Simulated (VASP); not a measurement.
The system is Pt.

```xyz
1
Lattice="0.0000 1.9477 1.9477 1.9477 0.0000 1.9477 1.9477 1.9477 0.0000" Properties=species:S:1:pos:R:3 pbc="T T T"
Pt    0.0000    0.0000    0.0000
```

Base run:

```yaml
Program: VASP 6.6.1
Functional: PBE
Potentials_or_basis: VASP PAW PBE potentials, release 64 (Pt)
Cutoff: 500 eV
k_mesh: 12 × 12 × 12
Occupations: fermi-dirac, width 0.05 eV
Spin: no spin polarisation
```

Its results: band gap on the k mesh zero (band 5 reaches 12.19 eV, above the bottom of band 6 at 9.87 eV); pressure 16.2 GPa.

Task: The run is repeated on the same cell with these changes: functional from PBE to r2SCAN; cutoff from 500 eV to 520 eV. What comes out?

Result: Band gap on the k mesh zero (band 5 reaches 11.97 eV, above the bottom of band 6 at 9.51 eV); pressure 11.3 GPa.

Caveats: spin-orbit coupling is left out, which moves the levels of the heavy elements; the PAW data sets were made with another functional, which shifts forces and pressure a little (some runs).
